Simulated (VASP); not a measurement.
Set up this calculation in VASP 6.6.1, as the native input.

```yaml
Task: single point
Functional: PBE
Potentials_or_basis: VASP PAW PBE potentials, release 64 (K_sv, Mg, F)
Cutoff: 520 eV
k_mesh: 6 × 6 × 6
Occupations: gaussian, width 0.01 eV
Spin: no spin polarisation
Dipole_correction: no
Further_INCAR_settings: ALGO = Normal; EDIFF = 1e-07; NBANDS = 24
```

The structure of KMgF3 lies in POSCAR:

```
KMgF3
1.0
    3.9714246979      0.0000000000      0.0000000000
    0.0000000000      3.9714246979      0.0000000000
    0.0000000000      0.0000000000      3.9714246979
K Mg F
1 1 3
Direct
    0.5000000000      0.5000000000      0.5000000000
    0.0000000000      0.0000000000      0.0000000000
    0.5000000000      0.0000000000      0.0000000000
    0.0000000000      0.5000000000      0.0000000000
    0.0000000000      0.0000000000      0.5000000000
```

This cell differs from its parent crystal: volume changed by -6%.

These files were run (other wordings do the same):

INCAR

```
ALGO = Normal
EDIFF = 1E-7
ENCUT = 520
GGA = PE
ISIF = 2
ISMEAR = 0
LASPH = True
LCHARG = False
LREAL = False
LWAVE = False
NBANDS = 24
NELM = 60
PREC = Accurate
SIGMA = 0.01
```

KPOINTS

```
k-points
0
Gamma
  6 6 6
```

Potentials or basis: VASP PAW PBE potentials, release 64 (K_sv, Mg, F).

Command:

```console
$ cat potpaw_PBE.64/K_sv/POTCAR potpaw_PBE.64/Mg/POTCAR potpaw_PBE.64/F/POTCAR > POTCAR
$ mpirun -np 1 vasp_std > vasp.out
```

It gave:

| Item | Value |
| --- | --- |
| Pressure | 4.3 GPa |
| Band gap on the k mesh | 7.39 eV, indirect (least direct gap 7.71 eV) |

Run time: 72 s on 1 thread of AMD EPYC 7R13, on a shared host, peak memory 0.15 GiB.
